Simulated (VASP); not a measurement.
# BeIr3 (Pm-3m) in VASP: further runs

Runs on BeIr3. Level: PBE. Tasks: single point, relaxation of cell and atoms.

Program: VASP 6.6.1. These are calculated values, not measurements. Logs are shortened: lines on timing, memory, paths and dates and some standing lists are left out, and cuts for length are marked.

## (1) The cell of the first run

It takes space group Pm-3m (No. 221, cubic). The conventional cell has a = 3.778 Å, b = 3.778 Å, c = 3.778 Å, α = 90.00°, β = 90.00°, γ = 90.00°. Within 3.5 Å of Be (site symmetry m-3m) lie 12 Ir at 2.67 Å. Within 3.5 Å of Ir (site symmetry 4/mmm) lie 4 Be at 2.67 Å and 8 Ir at 2.67 Å.

## (2) Single point, PBE

INCAR reads:

```
  PREC = Accurate
  ENCUT = 520
  EDIFF = 1E-7
  ISMEAR = 0
  SIGMA = 0.1
  LREAL = False
  LASPH = True
  NELM = 60
  ALGO = Normal
  ISIF = 2
  LWAVE = False
  LCHARG = False
  GGA = PE
  NBANDS = 22
```

KPOINTS reads:

```
Automatic mesh
0
Gamma
  12 12 12
```

POSCAR reads:

```
BeIr3
1.0
    3.7775353880      0.0000000000      0.0000000000
    0.0000000000      3.7775353880      0.0000000000
    0.0000000000      0.0000000000      3.7775353880
Be Ir
1 3
Direct
    0.0000000000      0.0000000000      0.0000000000
    0.0000000000      0.5000000000      0.5000000000
    0.5000000000      0.0000000000      0.5000000000
    0.5000000000      0.5000000000      0.0000000000
```

Potentials or basis: VASP PAW PBE potentials, release 64 (Be, Ir).

On the command line:

```bash
> cat potpaw_PBE.64/Be/POTCAR potpaw_PBE.64/Ir/POTCAR > POTCAR
> mpirun -np 1 vasp_std > vasp.out
```

OUTCAR:

```text
PREC = Accurate
   ENCUT = 520
   EDIFF = 1E-7
   ISMEAR = 0
   LREAL = False
   LASPH = True
   NELM = 60
   ISIF = 2
   GGA = PE

 ion  position               nearest neighbor table
   1  0.000  0.000  0.000-   2 2.67   3 2.67   4 2.67   2 2.67   3 2.67   2 2.67   4 2.67   2 2.67
                             3 2.67   4 2.67   3 2.67   4 2.67
   2  0.000  0.500  0.500-   1 2.67   3 2.67   4 2.67   1 2.67   4 2.67   1 2.67   3 2.67   1 2.67
                             3 2.67   4 2.67   4 2.67   3 2.67
   3  0.500  0.000  0.500-   1 2.67   2 2.67   4 2.67   1 2.67   4 2.67   2 2.67   4 2.67   4 2.67
                             1 2.67   2 2.67   1 2.67   2 2.67
   4  0.500  0.500  0.000-   1 2.67   2 2.67   3 2.67   2 2.67   3 2.67   1 2.67   3 2.67   3 2.67
                             1 2.67   2 2.67   2 2.67   1 2.67

  LATTYP: Found a simple cubic cell.
 ALAT       =     3.7775353880

  Lattice vectors:

 A1 = (   3.7775353880,   0.0000000000,   0.0000000000)
 A2 = (   0.0000000000,   3.7775353880,   0.0000000000)
 A3 = (   0.0000000000,   0.0000000000,   3.7775353880)

Analysis of symmetry for initial positions (statically):
=====================================================================
 Subroutine PRICEL returns:
 Original cell was already a primitive cell.

 Routine SETGRP: Setting up the symmetry group for a
 simple cubic supercell.

 Subroutine GETGRP returns: Found 48 space group operations
 (whereof 48 operations were pure point group operations)
 out of a pool of 48 trial point group operations.

The static configuration has the point symmetry O_h .

Analysis of symmetry for dynamics (positions and initial velocities):
=====================================================================
 Subroutine PRICEL returns:
 Original cell was already a primitive cell.

 Routine SETGRP: Setting up the symmetry group for a
 simple cubic supercell.

 Subroutine GETGRP returns: Found 48 space group operations
 (whereof 48 operations were pure point group operations)
 out of a pool of 48 trial point group operations.

The dynamic configuration has the point symmetry O_h .

 Subroutine INISYM returns: Found 48 space group operations
 (whereof 48 operations are pure point group operations),
 and found     1 'primitive' translations

----------------------------------------------------------------------------------------

                                     Primitive cell

  volume of cell :      53.9046

  direct lattice vectors                    reciprocal lattice vectors
     3.777535388  0.000000000  0.000000000     0.264722868  0.000000000  0.000000000
     0.000000000  3.777535388  0.000000000     0.000000000  0.264722868  0.000000000
     0.000000000  0.000000000  3.777535388     0.000000000  0.000000000  0.264722868

  length of vectors
     3.777535388  3.777535388  3.777535388     0.264722868  0.264722868  0.264722868

  position of ions in fractional coordinates (direct lattice)
     0.000000000  0.000000000  0.000000000
     0.000000000  0.500000000  0.500000000
     0.500000000  0.000000000  0.500000000
     0.500000000  0.500000000  0.000000000

  ion indices of the primitive-cell ions
   primitive index   ion index
                 1           1
                 2           2
                 3           3
                 4           4

----------------------------------------------------------------------------------------

 KPOINTS: Automatic mesh

Automatic generation of k-mesh.
 Grid dimensions read from file:
 generate k-points for:   12   12   12

 Generating k-lattice:

  Cartesian coordinates                     Fractional coordinates (reciprocal lattice)
     0.022060239  0.000000000  0.000000000     0.083333333  0.000000000  0.000000000
     0.000000000  0.022060239  0.000000000     0.000000000  0.083333333  0.000000000
     0.000000000  0.000000000  0.022060239     0.000000000  0.000000000  0.083333333

  Length of vectors
     0.022060239  0.022060239  0.022060239

  Shift w.r.t. Gamma in fractional coordinates (k-lattice)
     0.000000000  0.000000000  0.000000000

 Subroutine IBZKPT returns following result:
 ===========================================

 Found     84 irreducible k-points:

 Following reciprocal coordinates:
            Coordinates               Weight
  0.000000  0.000000  0.000000      1.000000
  0.083333  0.000000  0.000000      6.000000
  0.166667  0.000000  0.000000      6.000000
  0.250000  0.000000  0.000000      6.000000
  0.333333  0.000000  0.000000      6.000000
  0.416667  0.000000  0.000000      6.000000
[... 16 lines left out ...]
  0.333333  0.333333  0.000000     12.000000
  0.416667  0.333333  0.000000     24.000000
 [... further k-points ...]
   k-points           NKPTS =     84   k-points in BZ     NKDIM =     84   number of bands    NBANDS=     22
   number of dos      NEDOS =    301   number of ions     NIONS =      4
   total plane-waves  NPLWV =  21952
   dimension x,y,z NGX =    28 NGY =   28 NGZ =   28
   dimension x,y,z NGXF=    56 NGYF=   56 NGZF=   56
   ions per type =               1   3
   NGX,Y,Z   is equivalent  to a cutoff of  12.32, 12.32, 12.32 a.u.
   NGXF,Y,Z  is equivalent  to a cutoff of  24.65, 24.65, 24.65 a.u.
 SYSTEM =  unknown system
   PREC   = accura    normal or accurate (medium, high low for compatibility)
   ISTART =      0    job   : 0-new  1-cont  2-samecut
   ICHARG =      2    charge: 1-file 2-atom 10-const
   ISPIN  =      1    spin polarized calculation?
   LNONCOLLINEAR =      F non collinear calculations
   LSORBIT =      F    spin-orbit coupling
   LASPH  =      T    aspherical Exc in radial PAW
   ENCUT  =  520.0 eV  38.22 Ry    6.18 a.u.   7.02  7.02  7.02*2*pi/ulx,y,z
   NELM   =     60;   NELMIN=  2; NELMDL= -5     # of ELM steps
   EDIFF  = 0.1E-06   stopping-criterion for ELM
   LREAL  =      F    real-space projection
   EDIFFG = 0.1E-05   stopping-criterion for IOM
   NSW    =      0    number of steps for IOM
   IBRION =     -1    ionic relax: 0-MD 1-quasi-New 2-CG
   NFREE  =      0    steps in history (QN), initial steepest desc. (CG)
   ISIF   =      2    stress and relaxation
   ISYM   =      2    0-nonsym 1-usesym 2-fastsym
   POTIM  = 0.5000    time-step for ionic-motion
   TEBEG  =    0.0;   TEEND  =   0.0 temperature during run
   PSTRESS=    0.0 pullay stress
   NELECT =      29.0000    total number of electrons
   NUPDOWN=      -1.0000    fix difference up-down
   EMIN   =  10.00;   EMAX   =-10.00  energy-range for DOS
   EFERMI =   0.00;   METHOD = LEGACY
   ISMEAR =     0;   SIGMA  =   0.10  broadening in eV -4-tet -1-fermi 0-gaus
   EFERMI_NEDOS =   21; number of points for ismear=-14 and -15
   IALGO  =     38    algorithm
   IMIX   =      4    mixing-type and parameters
     AMIX     =   0.40;   BMIX     =  1.00
     AMIX_MAG =   1.60;   BMIX_MAG =  1.00
  volume/ion in A,a.u.               =      13.48        90.94
  Fermi-wavevector in a.u.,A,eV,Ry     =   1.331473  2.516119 24.120677  1.772820
  Thomas-Fermi vector in A             =   2.460481
   LORBIT       =      0    0 simple, 1 ext, 2 COOP (PROOUT), +10 PAW based schemes
   GGA     = PE    functional components
   LHFCALC =     F    Hartree Fock is set to
   AEXX    =    0.0000 exact exchange contribution
   IVDW    =     0    specifies the selected vdW correction
   LEPSILON=     F    determine dielectric tensor
   LRPA    =     F    only Hartree local field effects (RPA)
 non-spin polarized calculation
 Gauss-broadening in eV      SIGMA  =   0.10
  energy-cutoff  :      520.00
  volume of cell :       53.90
 maximum number of plane-waves:      1472
   NGX = 15   NGY = 15   NGZ = 15

 number of electron      28.9999996 magnetization

 Free energy of the ion-electron system (eV)
  ---------------------------------------------------
  ext. energy  EPLUGINS =         0.00000000
  ---------------------------------------------------
  free energy    TOTEN  =       -30.28552305 eV

  energy without entropy =      -30.26883418  energy(sigma->0) =      -30.27717862

 E-fermi :   8.5553     XC(G=0): -13.0239

 val. band max:        8.5391460810   @ k =   0.4167   0.1667   0.0000
 cond. band min:       8.5627237763   @ k =   0.4167   0.4167   0.3333
 fundamental gap:      0.0235776954
 Fermi energy:         8.5553056590

 k-point     1 :       0.0000    0.0000    0.0000
  band No.  band energies     occupation
      1      -1.6853      2.00000
      2       0.9841      2.00000
      3       2.7188      2.00000
      4       2.7188      2.00000
      5       2.7188      2.00000
      6       3.0235      2.00000
[... 14 lines left out ...]
     21      17.7129      0.00000
     22      17.7129      0.00000

 k-point     2 :       0.0833    0.0000    0.0000
  band No.  band energies     occupation
      1      -1.5888      2.00000
      2       1.0540      2.00000
      3       2.7457      2.00000
      4       2.7756      2.00000
      5       2.7756      2.00000
      6       3.0061      2.00000
[... 14 lines left out ...]
     21      17.2436      0.00000
     22      17.8604      0.00000

 k-point     3 :       0.1667    0.0000    0.0000
  band No.  band energies     occupation
      1      -1.3052      2.00000
      2       1.2556      2.00000
      3       2.8222      2.00000
      4       2.9421      2.00000
      5       2.9421      2.00000
      6       2.9465      2.00000
[... 14 lines left out ...]
     21      17.5674      0.00000
     22      18.1405      0.00000

 k-point     4 :       0.2500    0.0000    0.0000
  band No.  band energies     occupation
      1      -0.8549      2.00000
      2       1.5606      2.00000
      3       2.8234      2.00000
      4       2.9345      2.00000
      5       3.2051      2.00000
      6       3.2051      2.00000
[... 14 lines left out ...]
     21      18.0328      0.00000
     22      18.1748      0.00000

 k-point     5 :       0.3333    0.0000    0.0000
  band No.  band energies     occupation
      1      -0.2799      2.00000
      2       1.8970      2.00000
      3       2.6170      2.00000
      4       3.0579      2.00000
      5       3.5338      2.00000
      6       3.5338      2.00000
[... 14 lines left out ...]
     21      17.7427      0.00000
     22      17.7427      0.00000

 k-point     6 :       0.4167    0.0000    0.0000
  band No.  band energies     occupation
      1       0.3247      2.00000
      2       2.0123      2.00000
      3       2.4738      2.00000
      4       3.1573      2.00000
      5       3.8568      2.00000
      6       3.8568      2.00000
[... 14 lines left out ...]
     21      17.0165      0.00000
     22      17.0165      0.00000

 k-point     7 :       0.5000    0.0000    0.0000
  band No.  band energies     occupation
      1       0.6618      2.00000
      2       1.8487      2.00000
      3       2.5281      2.00000
      4       3.1960      2.00000
      5       4.0112      2.00000
      6       4.0112      2.00000
[... 324 lines left out ...]
      6       4.1082      2.00000
[... 14 lines left out ...]
     21      16.7129      0.00000
     22      17.9417      0.00000

 k-point    21 :       0.4167    0.2500    0.0000
  band No.  band energies     occupation
      1       1.0194      2.00000
      2       2.4469      2.00000
      3       3.0071      2.00000
      4       3.4637      2.00000
      5       3.6318      2.00000
      6       4.0587      2.00000
[... 14 lines left out ...]
     21      16.3084      0.00000
     22      18.4614      0.00000

 k-point    22 :       0.5000    0.2500    0.0000
  band No.  band energies     occupation
      1       1.4145      2.00000
      2       2.1420      2.00000
      3       3.1776      2.00000
      4       3.5601      2.00000
      5       3.6186      2.00000
      6       3.8994      2.00000
[... 14 lines left out ...]
     21      16.1698      0.00000
     22      18.4213      0.00000

 k-point    23 :       0.3333    0.3333    0.0000
  band No.  band energies     occupation
      1       0.9196      2.00000
      2       2.8012      2.00000
      3       3.0624      2.00000
      4       3.4141      2.00000
      5       3.6531      2.00000
      6       4.0930      2.00000
[... 14 lines left out ...]
     21      16.9215      0.00000
     22      17.9740      0.00000

 k-point    24 :       0.4167    0.3333    0.0000
  band No.  band energies     occupation
      1       1.4709      2.00000
      2       2.6778      2.00000
      3       3.1709      2.00000
      4       3.6115      2.00000
      5       3.6735      2.00000
      6       4.1513      2.00000
[... 14 lines left out ...]
     21      16.7691      0.00000
     22      18.4331      0.00000

 [... further k-points ...]

------------------------ aborting loop because EDIFF is reached ----------------------------------------

  FORCE on cell =-STRESS in cart. coord.  units (eV):
  Direction    XX          YY          ZZ          XY          YZ          ZX
  --------------------------------------------------------------------------------------
  -------------------------------------------------------------------------------------
  Total        0.1191432      0.1191432      0.1191432      0.0000000      0.0000000      0.0000000
  in kB        3.5412314      3.5412314      3.5412314      0.0000000      0.0000000      0.0000000
  external PRESSURE =       3.5412314 kB  Pullay stress =       0.0000000 kB

 VOLUME and BASIS-vectors are now :
 -----------------------------------------------------------------------------
  energy-cutoff  :      520.00
  volume of cell :       53.90
      direct lattice vectors                 reciprocal lattice vectors
     3.777535388  0.000000000  0.000000000     0.264722868  0.000000000  0.000000000
     0.000000000  3.777535388  0.000000000     0.000000000  0.264722868  0.000000000
     0.000000000  0.000000000  3.777535388     0.000000000  0.000000000  0.264722868

 POSITION                                       TOTAL-FORCE (eV/Angst)
 -----------------------------------------------------------------------------------
      0.00000      0.00000      0.00000         0.000000      0.000000      0.000000
      0.00000      1.88877      1.88877         0.000000      0.000000      0.000000
      1.88877      0.00000      1.88877         0.000000      0.000000      0.000000
      1.88877      1.88877      0.00000         0.000000      0.000000      0.000000
 -----------------------------------------------------------------------------------
    total drift:                                0.000000      0.000000      0.000000

  FREE ENERGIE OF THE ION-ELECTRON SYSTEM (eV)
  ---------------------------------------------------
  free  energy   TOTEN  =       -30.2855230534 eV

  energy  without entropy=      -30.2688341846  energy(sigma->0) =      -30.27717862
```

Run time: 41 s. Hardware: 1 thread of Intel Xeon 6975P-C (Granite Rapids), shared host; peak memory 0.21 GiB.

What came out:

* Free energy: -30.2855 eV
* Pressure: 0.4 GPa
* Band gap on the k mesh: zero (an odd number of electrons rules out a gap without spin polarisation)

Caveat: spin-orbit coupling is left out, which moves the levels of the heavy elements.

## (3) Relaxation of cell and atoms, PBE

INCAR reads:

```
PREC = Accurate ; ENCUT = 600
EDIFF = 1E-6 ; ISMEAR = 0
SIGMA = 0.1 ; LREAL = False
LASPH = True ; NELM = 80
ALGO = Fast ; ISIF = 3
LWAVE = False ; LCHARG = False
GGA = PE ; IBRION = 2
NSW = 100 ; EDIFFG = -0.01
```

KPOINTS reads:

```
regular mesh
0
Gamma
  12 12 12
```

POSCAR reads:

```
BeIr3
1.0
    3.7778354753      0.0000000000      0.0000000000
    0.0000000000      3.7778354753      0.0000000000
    0.0000000000      0.0000000000      3.7778354753
Be Ir
1 3
Direct
    0.0000000000      0.0000000000      0.0000000000
    0.0000000000      0.5000000000      0.5000000000
    0.5000000000      0.0000000000      0.5000000000
    0.5000000000      0.5000000000      0.0000000000
```

Potentials or basis: VASP PAW PBE potentials, release 64 (Be, Ir).

On the command line:

```bash
> cat potpaw_PBE.64/Be/POTCAR potpaw_PBE.64/Ir/POTCAR > POTCAR
> mpirun -np 1 vasp_std > vasp.out
```

Run time: 2 min. Hardware: 1 thread of Intel Xeon 6975P-C (Granite Rapids), shared host; peak memory 0.24 GiB.

Results (log left out):

* Free energy: -30.2861 eV
* Relaxed volume: 13.50 Å³/atom
* Relaxed cell: a = 3.780 Å, b = 3.780 Å, c = 3.780 Å, α = 90.00°, β = 90.00°, γ = 90.00°
* Space group after relaxing (to 0.1 Å): Pm-3m (No. 221)
* Energy gained by relaxing: 0.0 meV/atom
* Ionic steps: 3
* Pressure after relaxing: 0.0 GPa
* Band gap on the k mesh: zero (an odd number of electrons rules out a gap without spin polarisation)

Final structure:
```cif
data_structure
_symmetry_space_group_name_H-M 'P 1'
_symmetry_Int_Tables_number 1
_cell_length_a 3.7795
_cell_length_b 3.7795
_cell_length_c 3.7795
_cell_angle_alpha 90.000
_cell_angle_beta 90.000
_cell_angle_gamma 90.000
_cell_volume 53.99
loop_
_atom_site_label
_atom_site_type_symbol
_atom_site_fract_x
_atom_site_fract_y
_atom_site_fract_z
_atom_site_occupancy
Be1 Be 0.00000 0.00000 0.00000 1
Ir1 Ir 0.00000 0.50000 0.50000 1
Ir2 Ir 0.50000 0.00000 0.50000 1
Ir3 Ir 0.50000 0.50000 0.00000 1
```

Levels at points of the mesh, in eV from the Fermi level:
```csv
k point,band 12,band 13,band 14,band 15,band 16,band 17,band 18
"(0.00, 0.00, 0.00)",0.45,0.84,0.84,0.84,1.89,2.44,2.44
"(0.50, 0.00, 0.00)",-1.91,-1.11,-1.11,-0.78,0.64,2.45,6.05
"(0.50, 0.50, 0.00)",-1.73,-1.59,-1.22,-0.63,-0.13,0.85,3.47
"(0.50, 0.50, 0.50)",-1.40,-1.40,-0.34,-0.34,-0.05,1.86,1.86
```

Caveat: spin-orbit coupling is left out, which moves the levels of the heavy elements.
